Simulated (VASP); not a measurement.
# Ba (P6/mmm) in VASP: single point with PBEsol

Aim: the single point of Ba with PBEsol.

All numbers are computed with VASP 6.6.1; they aren't measurements. Logs are shortened: lines on timing, memory, paths and dates and some standing lists are left out, and cuts for length are marked.

## 1. The cell of the first run

The structure is hexagonal, space group P6/mmm (No. 191). Conventional cell: a = 6.995 Å, b = 6.995 Å, c = 4.149 Å, α = 90.00°, β = 90.00°, γ = 120.00°. Within 5.4 Å of Ba (site symmetry 6/mmm) lie 14 Ba at 4.15 to 4.54 Å. Within 5.3 Å of Ba (site symmetry -6m2) lie 11 Ba at 4.04 to 4.54 Å.

## 2. Single point, PBEsol

File INCAR:

```
SYSTEM = Ba
PREC = Accurate ; ENCUT = 520
EDIFF = 1E-6 ; ISMEAR = 0
SIGMA = 0.1 ; LREAL = .FALSE.
LASPH = .TRUE. ; NELM = 60
ALGO = Fast ; ISIF = 2
LWAVE = .FALSE. ; LCHARG = .FALSE.
GGA = PS ; NBANDS = 22
```

File KPOINTS:

```
Automatic mesh
0
G
  9 9 10
  0 0 0
```

File POSCAR:

```
Ba
1.0
    6.9949720002      0.0000000000      0.0000000000
   -3.4974860001      6.0578234510      0.0000000000
    0.0000000000      0.0000000000      4.1491972461
Ba
3
Direct
    0.0000000000      0.0000000000      0.0000000000
    0.3333333333      0.6666666667      0.5000000000
    0.6666666667      0.3333333333      0.5000000000
```

Potentials or basis: VASP PAW PBE potentials, release 64 (Ba_sv).

Command:

```console
> cat potpaw_PBE.64/Ba_sv/POTCAR > POTCAR
> mpirun -np 1 vasp_std > vasp.out
```

OUTCAR:

```text
SYSTEM = Ba
   PREC = Accurate
   ENCUT = 520
   EDIFF = 1E-6
   ISMEAR = 0
   LREAL = .FALSE.
   LASPH = .TRUE.
   NELM = 60
   ISIF = 2
   GGA = PS

 ion  position               nearest neighbor table
   1  0.000  0.000  0.000-   2 4.54   3 4.54   2 4.54   3 4.54   3 4.54   3 4.54   2 4.54   2 4.54
                             3 4.54   3 4.54   2 4.54   2 4.54
   2  0.333  0.667  0.500-   3 4.04   3 4.04   3 4.04   1 4.54   1 4.54   1 4.54   1 4.54   1 4.54
                             1 4.54
   3  0.667  0.333  0.500-   2 4.04   2 4.04   2 4.04   1 4.54   1 4.54   1 4.54   1 4.54   1 4.54
                             1 4.54

  LATTYP: Found a hexagonal cell.
 ALAT       =     6.9949720002
 C/A-ratio  =     0.5931685282

  Lattice vectors:

 A1 = (   6.9949720002,   0.0000000000,   0.0000000000)
 A2 = (  -3.4974860001,   6.0578234510,   0.0000000000)
 A3 = (   0.0000000000,   0.0000000000,   4.1491972461)

Analysis of symmetry for initial positions (statically):
=====================================================================
 Subroutine PRICEL returns:
 Original cell was already a primitive cell.

 Routine SETGRP: Setting up the symmetry group for a
 hexagonal supercell.

 Subroutine GETGRP returns: Found 24 space group operations
 (whereof 24 operations were pure point group operations)
 out of a pool of 24 trial point group operations.

The static configuration has the point symmetry D_6h.

Analysis of symmetry for dynamics (positions and initial velocities):
=====================================================================
 Subroutine PRICEL returns:
 Original cell was already a primitive cell.

 Routine SETGRP: Setting up the symmetry group for a
 hexagonal supercell.

 Subroutine GETGRP returns: Found 24 space group operations
 (whereof 24 operations were pure point group operations)
 out of a pool of 24 trial point group operations.

The dynamic configuration has the point symmetry D_6h.

 Subroutine INISYM returns: Found 24 space group operations
 (whereof 24 operations are pure point group operations),
 and found     1 'primitive' translations

----------------------------------------------------------------------------------------

                                     Primitive cell

  volume of cell :     175.8194

  direct lattice vectors                    reciprocal lattice vectors
     6.994972000  0.000000000  0.000000000     0.142959829  0.082537896  0.000000000
    -3.497486000  6.057823451  0.000000000     0.000000000  0.165075791  0.000000000
     0.000000000  0.000000000  4.149197246     0.000000000  0.000000000  0.241010475

  length of vectors
     6.994972000  6.994972000  4.149197246     0.165075791  0.165075791  0.241010475

  position of ions in fractional coordinates (direct lattice)
     0.000000000  0.000000000  0.000000000
     0.333333333  0.666666667  0.500000000
     0.666666667  0.333333333  0.500000000

  ion indices of the primitive-cell ions
   primitive index   ion index
                 1           1
                 2           2
                 3           3

----------------------------------------------------------------------------------------

 KPOINTS: Automatic mesh

Automatic generation of k-mesh.
 Grid dimensions read from file:
 generate k-points for:    9    9   10

 Generating k-lattice:

  Cartesian coordinates                     Fractional coordinates (reciprocal lattice)
     0.015884425  0.009170877  0.000000000     0.111111111  0.000000000  0.000000000
     0.000000000  0.018341755  0.000000000     0.000000000  0.111111111  0.000000000
     0.000000000  0.000000000  0.024101048     0.000000000  0.000000000  0.100000000

  Length of vectors
     0.018341755  0.018341755  0.024101048

  Shift w.r.t. Gamma in fractional coordinates (k-lattice)
     0.000000000  0.000000000  0.000000000

 Subroutine IBZKPT returns following result:
 ===========================================

 Found     72 irreducible k-points:

 Following reciprocal coordinates:
            Coordinates               Weight
  0.000000  0.000000  0.000000      1.000000
  0.111111  0.000000  0.000000      6.000000
  0.222222  0.000000  0.000000      6.000000
  0.333333  0.000000  0.000000      6.000000
  0.444444  0.000000  0.000000      6.000000
  0.111111  0.111111  0.000000      6.000000
[... 16 lines left out ...]
  0.333333  0.222222  0.100000     24.000000
  0.333333  0.333333  0.100000      4.000000
 [... further k-points ...]
   k-points           NKPTS =     72   k-points in BZ     NKDIM =     72   number of bands    NBANDS=     22
   number of dos      NEDOS =    301   number of ions     NIONS =      3
   total plane-waves  NPLWV =  93312
   dimension x,y,z NGX =    54 NGY =   54 NGZ =   32
   dimension x,y,z NGXF=   108 NGYF=  108 NGZF=   64
   ions per type =               3
   NGX,Y,Z   is equivalent  to a cutoff of  12.83, 12.83, 12.82 a.u.
   NGXF,Y,Z  is equivalent  to a cutoff of  25.67, 25.67, 25.64 a.u.
 SYSTEM =  Ba
   PREC   = accura    normal or accurate (medium, high low for compatibility)
   ISTART =      0    job   : 0-new  1-cont  2-samecut
   ICHARG =      2    charge: 1-file 2-atom 10-const
   ISPIN  =      1    spin polarized calculation?
   LNONCOLLINEAR =      F non collinear calculations
   LSORBIT =      F    spin-orbit coupling
   LASPH  =      T    aspherical Exc in radial PAW
   ENCUT  =  520.0 eV  38.22 Ry    6.18 a.u.  13.01 13.01  7.71*2*pi/ulx,y,z
   NELM   =     60;   NELMIN=  2; NELMDL= -5     # of ELM steps
   EDIFF  = 0.1E-05   stopping-criterion for ELM
   LREAL  =      F    real-space projection
   EDIFFG = 0.1E-04   stopping-criterion for IOM
   NSW    =      0    number of steps for IOM
   IBRION =     -1    ionic relax: 0-MD 1-quasi-New 2-CG
   NFREE  =      0    steps in history (QN), initial steepest desc. (CG)
   ISIF   =      2    stress and relaxation
   ISYM   =      2    0-nonsym 1-usesym 2-fastsym
   POTIM  = 0.5000    time-step for ionic-motion
   TEBEG  =    0.0;   TEEND  =   0.0 temperature during run
   PSTRESS=    0.0 pullay stress
   NELECT =      30.0000    total number of electrons
   NUPDOWN=      -1.0000    fix difference up-down
   EMIN   =  10.00;   EMAX   =-10.00  energy-range for DOS
   EFERMI =   0.00;   METHOD = LEGACY
   ISMEAR =     0;   SIGMA  =   0.10  broadening in eV -4-tet -1-fermi 0-gaus
   EFERMI_NEDOS =   21; number of points for ismear=-14 and -15
   IALGO  =     68    algorithm
   IMIX   =      4    mixing-type and parameters
     AMIX     =   0.40;   BMIX     =  1.00
     AMIX_MAG =   1.60;   BMIX_MAG =  1.00
  volume/ion in A,a.u.               =      58.61       395.50
  Fermi-wavevector in a.u.,A,eV,Ry     =   0.908015  1.715900 11.217884  0.824491
  Thomas-Fermi vector in A             =   2.031891
   LORBIT       =      0    0 simple, 1 ext, 2 COOP (PROOUT), +10 PAW based schemes
   GGA     = PS    functional components
   LHFCALC =     F    Hartree Fock is set to
   AEXX    =    0.0000 exact exchange contribution
   IVDW    =     0    specifies the selected vdW correction
   LEPSILON=     F    determine dielectric tensor
   LRPA    =     F    only Hartree local field effects (RPA)
 non-spin polarized calculation
 RMM-DIIS sequential band-by-band and
 Gauss-broadening in eV      SIGMA  =   0.10
  energy-cutoff  :      520.00
  volume of cell :      175.82
 maximum number of plane-waves:      4761
 NGX is ok and might be reduce to    54
   NGX = 25   NGY = 25   NGZ = 15

 number of electron      30.0000005 magnetization

 Free energy of the ion-electron system (eV)
  ---------------------------------------------------
  ext. energy  EPLUGINS =         0.00000000
  ---------------------------------------------------
  free energy    TOTEN  =        -6.29901015 eV

  energy without entropy =       -6.27027742  energy(sigma->0) =       -6.28464378

 E-fermi :   1.7866     XC(G=0):  -7.7420

 val. band max:        1.7838158549   @ k =   0.2222   0.0000   0.2000
 cond. band min:       1.7889920455   @ k =   0.1111   0.1111   0.2000
 fundamental gap:      0.0051761906
 Fermi energy:         1.7865711795

 k-point     1 :       0.0000    0.0000    0.0000
  band No.  band energies     occupation
      1     -26.9964      2.00000
      2     -26.9218      2.00000
      3     -26.8724      2.00000
      4     -12.3720      2.00000
      5     -12.3720      2.00000
      6     -12.1699      2.00000
[... 14 lines left out ...]
     21       4.0101      0.00000
     22       4.0103      0.00000

 k-point     2 :       0.1111    0.0000    0.0000
  band No.  band energies     occupation
      1     -26.9941      2.00000
      2     -26.9237      2.00000
      3     -26.8728      2.00000
      4     -12.3904      2.00000
      5     -12.3773      2.00000
      6     -12.1460      2.00000
[... 14 lines left out ...]
     21       3.8837      0.00000
     22       4.0972      0.00000

 k-point     3 :       0.2222    0.0000    0.0000
  band No.  band energies     occupation
      1     -26.9879      2.00000
      2     -26.9291      2.00000
      3     -26.8739      2.00000
      4     -12.4263      2.00000
      5     -12.3744      2.00000
      6     -12.0937      2.00000
[... 14 lines left out ...]
     21       3.5713      0.00000
     22       4.2779      0.00000
[... 476 lines left out ...]
 k-point    23 :       0.3333    0.2222    0.1000
  band No.  band energies     occupation
      1     -26.9620      2.00000
      2     -26.9460      2.00000
      3     -26.8735      2.00000
      4     -12.4336      2.00000
      5     -12.3022      2.00000
      6     -12.1863      2.00000
[... 14 lines left out ...]
     21       3.1600      0.00000
     22       4.0041      0.00000

 k-point    24 :       0.3333    0.3333    0.1000
  band No.  band energies     occupation
      1     -26.9539      2.00000
      2     -26.9539      2.00000
      3     -26.8739      2.00000
      4     -12.4236      2.00000
      5     -12.2583      2.00000
      6     -12.2583      2.00000
[... 14 lines left out ...]
     21       2.9428      0.00000
     22       4.1632      0.00000

 [... further k-points ...]

------------------------ aborting loop because EDIFF is reached ----------------------------------------

  FORCE on cell =-STRESS in cart. coord.  units (eV):
  Direction    XX          YY          ZZ          XY          YZ          ZX
  --------------------------------------------------------------------------------------
  -------------------------------------------------------------------------------------
  Total        0.0735700      0.0735700      0.0948650      0.0000000     -0.0000000      0.0000000
  in kB        0.6704165      0.6704165      0.8644704      0.0000000     -0.0000000      0.0000000
  external PRESSURE =       0.7351011 kB  Pullay stress =       0.0000000 kB

 VOLUME and BASIS-vectors are now :
 -----------------------------------------------------------------------------
  energy-cutoff  :      520.00
  volume of cell :      175.82
      direct lattice vectors                 reciprocal lattice vectors
     6.994972000  0.000000000  0.000000000     0.142959829  0.082537896  0.000000000
    -3.497486000  6.057823451  0.000000000     0.000000000  0.165075791  0.000000000
     0.000000000  0.000000000  4.149197246     0.000000000  0.000000000  0.241010475

 POSITION                                       TOTAL-FORCE (eV/Angst)
 -----------------------------------------------------------------------------------
      0.00000      0.00000      0.00000        -0.000000     -0.000000      0.000000
     -0.00000      4.03855      2.07460        -0.000000     -0.000000      0.000000
      3.49749      2.01927      2.07460         0.000000      0.000000     -0.000000
 -----------------------------------------------------------------------------------
    total drift:                               -0.000000      0.000000      0.000000

  FREE ENERGIE OF THE ION-ELECTRON SYSTEM (eV)
  ---------------------------------------------------
  free  energy   TOTEN  =        -6.2990101453 eV

  energy  without entropy=       -6.2702774175  energy(sigma->0) =       -6.28464378
```

It took 2.8 min on 1 thread of AMD EPYC 7R13 (Zen 3), shared host; peak memory 0.39 GiB.

What came out:

```yaml
Free_energy: -6.2990 eV
Pressure: 0.1 GPa
Band_gap_on_the_k_mesh: zero (band 15 reaches 2.36 eV, above the bottom of band 16 at 1.66 eV)
```

Levels at points of the mesh, in eV from the Fermi level:
| k point | band 11 | band 12 | band 13 | band 14 | band 15 | band 16 | band 17 | band 18 | band 19 | band 20 |
| --- | --- | --- | --- | --- | --- | --- | --- | --- | --- | --- |
| (0.00, 0.00, 0.00) | -13.63 | -13.61 | -2.80 | -0.40 | 0.57 | 0.57 | 0.63 | 0.63 | 0.63 | 1.51 |
| (0.00, 0.00, 0.50) | -13.71 | -13.71 | -0.59 | -0.46 | -0.46 | -0.12 | -0.12 | 0.01 | 1.62 | 1.62 |

Caveat: the PAW data sets were made with another functional, which shifts forces and pressure a little; spin-orbit coupling is left out, which moves the levels of the heavy elements.
